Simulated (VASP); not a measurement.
# CsBr (Pm-3m) in VASP: relaxation of cell and atoms with PBE

Aim: the relaxation of cell and atoms of CsBr with PBE.

All numbers are computed with VASP 6.6.1; they aren't measurements. Logs are shortened: lines on timing, memory, paths and dates and some standing lists are left out, and cuts for length are marked.

## (1) The cell of the first run

Symmetry: Pm-3m, No. 221, cubic system. Conventional cell: a = 4.389 Å, b = 4.389 Å, c = 4.389 Å, α = 90.00°, β = 90.00°, γ = 90.00°. Cs (site symmetry m-3m) has 8 Br at 3.80 Å and 6 Cs at 4.39 Å within 5.0 Å. Within 5.0 Å of Br (site symmetry m-3m) lie 8 Cs at 3.80 Å and 6 Br at 4.39 Å.

## (2) Relaxation of cell and atoms, PBE, non-collinear spin, zero start, spin-orbit coupling

INCAR

```
SYSTEM = CsBr
ALGO = Normal
EDIFF = 1E-7
EDIFFG = -0.005
ENCUT = 500
GGA = PE
GGA_COMPAT = .FALSE.
IBRION = 2
ISIF = 3
ISMEAR = -1
LASPH = .TRUE.
LCHARG = .FALSE.
LORBIT = 11
LORBMOM = .TRUE.
LREAL = .FALSE.
LSORBIT = .TRUE.
LWAVE = .FALSE.
MAGMOM = 0 0 0 0 0 0
NELM = 200
NELMIN = 4
NSW = 30
PREC = Accurate
SIGMA = 0.02
```

KPOINTS

```
k-points
0
G
  7 7 7
  0 0 0
```

POSCAR

```
CsBr
1.0
    4.3893007101      0.0000000000      0.0000000000
    0.0000000000      4.3893007101      0.0000000000
    0.0000000000      0.0000000000      4.3893007101
Cs Br
1 1
Direct
    0.0000000000      0.0000000000      0.0000000000
    0.5000000000      0.5000000000      0.5000000000
```

Potentials or basis: VASP PAW PBE potentials, release 64 (Cs_sv, Br).

The run is started by

```sh
cat potpaw_PBE.64/Cs_sv/POTCAR potpaw_PBE.64/Br/POTCAR > POTCAR
mpirun -np 1 vasp_ncl > vasp.out
```

OUTCAR:

```text
SYSTEM = CsBr
   EDIFF = 1E-7
   EDIFFG = -0.005
   ENCUT = 500
   GGA = PE
   IBRION = 2
   ISIF = 3
   ISMEAR = -1
   LASPH = .TRUE.
   LORBIT = 11
   LREAL = .FALSE.
   LSORBIT = .TRUE.
   NELM = 200
   NELMIN = 4
   NSW = 30
   PREC = Accurate

 ion  position               nearest neighbor table
   1  0.000  0.000  0.000-
   2  0.500  0.500  0.500-

  LATTYP: Found a simple cubic cell.
 ALAT       =     4.3893007101

  Lattice vectors:

 A1 = (   4.3893007101,   0.0000000000,   0.0000000000)
 A2 = (   0.0000000000,   4.3893007101,   0.0000000000)
 A3 = (   0.0000000000,   0.0000000000,   4.3893007101)

Analysis of symmetry for initial positions (statically):
=====================================================================
 Subroutine PRICEL returns:
 Original cell was already a primitive cell.

 Routine SETGRP: Setting up the symmetry group for a
 simple cubic supercell.

 Subroutine GETGRP returns: Found 48 space group operations
 (whereof 48 operations were pure point group operations)
 out of a pool of 48 trial point group operations.

The static configuration has the point symmetry O_h .

Analysis of symmetry for dynamics (positions and initial velocities):
=====================================================================
 Subroutine PRICEL returns:
 Original cell was already a primitive cell.

 Routine SETGRP: Setting up the symmetry group for a
 simple cubic supercell.

 Subroutine GETGRP returns: Found 48 space group operations
 (whereof 48 operations were pure point group operations)
 out of a pool of 48 trial point group operations.

The dynamic configuration has the point symmetry O_h .

Analysis of structural, dynamic, and magnetic symmetry:
=====================================================================
 Subroutine PRICEL returns:
 Original cell was already a primitive cell.

 Routine SETGRP: Setting up the symmetry group for a
 simple cubic supercell.

 Subroutine GETGRP returns: Found 48 space group operations
 (whereof 48 operations were pure point group operations)
 out of a pool of 48 trial point group operations.

The overall configuration has the point symmetry O_h .

 Subroutine INISYM returns: Found 48 space group operations
 (whereof 48 operations are pure point group operations),
 and found     1 'primitive' translations

----------------------------------------------------------------------------------------

                                     Primitive cell

  volume of cell :      84.5641

  direct lattice vectors                    reciprocal lattice vectors
     4.389300710  0.000000000  0.000000000     0.227826724  0.000000000  0.000000000
     0.000000000  4.389300710  0.000000000     0.000000000  0.227826724  0.000000000
     0.000000000  0.000000000  4.389300710     0.000000000  0.000000000  0.227826724

  length of vectors
     4.389300710  4.389300710  4.389300710     0.227826724  0.227826724  0.227826724

  position of ions in fractional coordinates (direct lattice)
     0.000000000  0.000000000  0.000000000
     0.500000000  0.500000000  0.500000000

  ion indices of the primitive-cell ions
   primitive index   ion index
                 1           1
                 2           2

----------------------------------------------------------------------------------------

 KPOINTS: k-points

Automatic generation of k-mesh.
 Grid dimensions read from file:
 generate k-points for:    7    7    7

 Generating k-lattice:

  Cartesian coordinates                     Fractional coordinates (reciprocal lattice)
     0.032546675  0.000000000  0.000000000     0.142857143  0.000000000  0.000000000
     0.000000000  0.032546675  0.000000000     0.000000000  0.142857143  0.000000000
     0.000000000  0.000000000  0.032546675     0.000000000  0.000000000  0.142857143

  Length of vectors
     0.032546675  0.032546675  0.032546675

  Shift w.r.t. Gamma in fractional coordinates (k-lattice)
     0.000000000  0.000000000  0.000000000
[... 106 lines left out ...]
  -------------------------------------------------------------------------------------
  Total        0.0169455      0.0169455      0.0169455      0.0000000      0.0000000     -0.0000000
  in kB        0.3210547      0.3210547      0.3210547      0.0000000      0.0000000     -0.0000000
  external PRESSURE =       0.3210547 kB  Pullay stress =       0.0000000 kB

 VOLUME and BASIS-vectors are now :
 -----------------------------------------------------------------------------
  energy-cutoff  :      500.00
  volume of cell :       84.56
      direct lattice vectors                 reciprocal lattice vectors
     4.389300710  0.000000000  0.000000000     0.227826724  0.000000000  0.000000000
     0.000000000  4.389300710  0.000000000     0.000000000  0.227826724  0.000000000
     0.000000000  0.000000000  4.389300710     0.000000000  0.000000000  0.227826724

 POSITION                                       TOTAL-FORCE (eV/Angst)
 -----------------------------------------------------------------------------------
      0.00000      0.00000      0.00000         0.000000      0.000000      0.000000
      2.19465      2.19465      2.19465         0.000000      0.000000      0.000000
 -----------------------------------------------------------------------------------
    total drift:                                0.000000     -0.000000     -0.000000

  FREE ENERGIE OF THE ION-ELECTRON SYSTEM (eV)
  ---------------------------------------------------
  free  energy   TOTEN  =        -6.2129097946 eV

  energy  without entropy=       -6.2129097946  energy(sigma->0) =       -6.21290979

--------------------------------------- Ionic step        2  -------------------------------------------

 number of electron      16.0000003 magnetization       0.0000000     -0.0000000      0.0000000

 number of electron      16.0000003 magnetization      -0.0000000      0.0000000     -0.0000000

 Free energy of the ion-electron system (eV)
  ---------------------------------------------------
  ext. energy  EPLUGINS =         0.00000000
  ---------------------------------------------------
  free energy    TOTEN  =        -6.21292524 eV

  energy without entropy =       -6.21292524  energy(sigma->0) =       -6.21292524

 E-fermi :  -0.0405     XC(G=0):  -7.7579

 val. band max:       -0.4827061836   @ k =   0.0000   0.0000   0.0000
 cond. band min:       3.6040901191   @ k =   0.0000   0.0000   0.0000
 fundamental gap:      4.0867963027
 Fermi energy:        -0.0404512689

 k-point     1 :       0.0000    0.0000    0.0000
  band No.  band energies     occupation
      1     -20.5306      1.00000
      2     -20.5306      1.00000
      3     -12.9243      1.00000
      4     -12.9243      1.00000
      5      -8.2349      1.00000
      6      -8.2349      1.00000
[... 529 lines left out ...]
     23       7.8214      0.00000
     24       7.8214      0.00000

------------------------ aborting loop because EDIFF is reached ----------------------------------------

  FORCE on cell =-STRESS in cart. coord.  units (eV):
  Direction    XX          YY          ZZ          XY          YZ          ZX
  --------------------------------------------------------------------------------------
  -------------------------------------------------------------------------------------
  Total        0.0083916      0.0083916      0.0083916     -0.0000000     -0.0000000      0.0000000
  in kB        0.1587956      0.1587956      0.1587956     -0.0000000     -0.0000000      0.0000000
  external PRESSURE =       0.1587956 kB  Pullay stress =       0.0000000 kB

 VOLUME and BASIS-vectors are now :
 -----------------------------------------------------------------------------
  energy-cutoff  :      500.00
  volume of cell :       84.67
      direct lattice vectors                 reciprocal lattice vectors
     4.391094828  0.000000000 -0.000000000     0.227733638  0.000000000 -0.000000000
     0.000000000  4.391094828  0.000000000    -0.000000000  0.227733638  0.000000000
     0.000000000  0.000000000  4.391094828     0.000000000 -0.000000000  0.227733638

 POSITION                                       TOTAL-FORCE (eV/Angst)
 -----------------------------------------------------------------------------------
      0.00000      0.00000      0.00000        -0.000000      0.000000      0.000000
      2.19555      2.19555      2.19555         0.000000      0.000000      0.000000
 -----------------------------------------------------------------------------------
    total drift:                                0.000000     -0.000000     -0.000000

  FREE ENERGIE OF THE ION-ELECTRON SYSTEM (eV)
  ---------------------------------------------------
  free  energy   TOTEN  =        -6.2129252408 eV

  energy  without entropy=       -6.2129252408  energy(sigma->0) =       -6.21292524

 reached required accuracy - stopping structural energy minimisation

 orbital moment (x)

 # of ion     p       d       tot
 ----------------------------------------
  1         0.000   0.000   0.000
  2         0.000   0.000   0.000
 ----------------------------------------
            0.000   0.000   0.000

 orbital moment (y)

 # of ion     p       d       tot
 ----------------------------------------
  1         0.000  -0.000  -0.000
  2         0.000  -0.000  -0.000
 ----------------------------------------
            0.000  -0.000  -0.000

 orbital moment (z)

 # of ion     p       d       tot
 ----------------------------------------
  1         0.000  -0.000  -0.000
  2         0.000   0.000   0.000
 ----------------------------------------
            0.000  -0.000  -0.000

 Spin-Orbit-Coupling matrix elements

 Ion:    1  E_soc:     -0.3256342
 l=   1
     0.0000000    -0.0542318    -0.0542318
    -0.0542318     0.0000000    -0.0542318
    -0.0542318    -0.0542318     0.0000000
 l=   2
     0.0000000    -0.0000136     0.0000000    -0.0000136    -0.0000270
    -0.0000136     0.0000000    -0.0000202    -0.0000136    -0.0000067
     0.0000000    -0.0000202     0.0000000    -0.0000202     0.0000000
    -0.0000136    -0.0000136    -0.0000202     0.0000000    -0.0000067
    -0.0000270    -0.0000067     0.0000000    -0.0000067     0.0000000
 l=   3
     0.0000000     0.0000000     0.0000000     0.0000000     0.0000000     0.0000000     0.0000000
     0.0000000     0.0000000     0.0000000     0.0000000     0.0000000     0.0000000     0.0000000
     0.0000000     0.0000000     0.0000000     0.0000000     0.0000000     0.0000000     0.0000000
     0.0000000     0.0000000     0.0000000     0.0000000     0.0000000     0.0000000     0.0000000
     0.0000000     0.0000000     0.0000000     0.0000000     0.0000000     0.0000000     0.0000000
     0.0000000     0.0000000     0.0000000     0.0000000     0.0000000     0.0000000     0.0000000
     0.0000000     0.0000000     0.0000000     0.0000000     0.0000000     0.0000000     0.0000000

 Ion:    2  E_soc:     -0.0528901
 l=   1
     0.0000000    -0.0088144    -0.0088144
    -0.0088144     0.0000000    -0.0088144
    -0.0088144    -0.0088144     0.0000000
 l=   2
     0.0000000    -0.0000002     0.0000000    -0.0000002    -0.0000004
    -0.0000002     0.0000000    -0.0000003    -0.0000002    -0.0000001
     0.0000000    -0.0000003     0.0000000    -0.0000003     0.0000000
    -0.0000002    -0.0000002    -0.0000003     0.0000000    -0.0000001
    -0.0000004    -0.0000001     0.0000000    -0.0000001     0.0000000
 l=   3
     0.0000000     0.0000000     0.0000000     0.0000000     0.0000000     0.0000000     0.0000000
     0.0000000     0.0000000     0.0000000     0.0000000     0.0000000     0.0000000     0.0000000
     0.0000000     0.0000000     0.0000000     0.0000000     0.0000000     0.0000000     0.0000000
     0.0000000     0.0000000     0.0000000     0.0000000     0.0000000     0.0000000     0.0000000
     0.0000000     0.0000000     0.0000000     0.0000000     0.0000000     0.0000000     0.0000000
     0.0000000     0.0000000     0.0000000     0.0000000     0.0000000     0.0000000     0.0000000
     0.0000000     0.0000000     0.0000000     0.0000000     0.0000000     0.0000000     0.0000000

 total charge

# of ion       s       p       d       tot
------------------------------------------
    1        1.835   4.706   0.025   6.567
    2        1.601   3.275   0.001   4.878
--------------------------------------------------
tot          3.437   7.981   0.027  11.445

 magnetization (x)

# of ion       s       p       d       tot
------------------------------------------
    1        0.000   0.000   0.000   0.000
    2        0.000   0.000  -0.000  -0.000
--------------------------------------------------
tot          0.000   0.000   0.000   0.000

 magnetization (y)

# of ion       s       p       d       tot
------------------------------------------
    1        0.000   0.000  -0.000  -0.000
    2        0.000   0.000   0.000   0.000
--------------------------------------------------
tot          0.000   0.000  -0.000  -0.000

 magnetization (z)

# of ion       s       p       d       tot
------------------------------------------
    1        0.000  -0.000   0.000   0.000
    2        0.000   0.000   0.000   0.000
--------------------------------------------------
tot          0.000  -0.000   0.000   0.000
```

Wall time 63 s (1 thread of Intel Xeon 6975P-C (Granite Rapids), shared host); peak memory 0.34 GiB.

Results:

| Quantity | Value |
| --- | --- |
| Free energy | -6.2129 eV |
| Relaxed volume | 42.33 Å³/atom |
| Relaxed cell | a = 4.391 Å, b = 4.391 Å, c = 4.391 Å, α = 90.00°, β = 90.00°, γ = 90.00° |
| Space group after relaxing (to 0.1 Å) | Pm-3m (No. 221) |
| Energy gained by relaxing | 0.0 meV/atom |
| Ionic steps | 2 |
| Pressure after relaxing | 0.0 GPa |
| Net moment | 0.00 μB per cell |
| Valence electrons inside the program's atomic spheres | Cs 6.57; Br 4.88 |

Final structure:
```cif
data_structure
_symmetry_space_group_name_H-M 'P 1'
_symmetry_Int_Tables_number 1
_cell_length_a 4.3911
_cell_length_b 4.3911
_cell_length_c 4.3911
_cell_angle_alpha 90.000
_cell_angle_beta 90.000
_cell_angle_gamma 90.000
_cell_volume 84.67
loop_
_atom_site_label
_atom_site_type_symbol
_atom_site_fract_x
_atom_site_fract_y
_atom_site_fract_z
_atom_site_occupancy
Cs1 Cs 0.00000 0.00000 0.00000 1
Br1 Br 0.50000 0.50000 0.50000 1
```

Moments on the atoms (μB; x, y, z):
```
Cs  0.00 0.00 0.00
Br  0.00 0.00 0.00
```
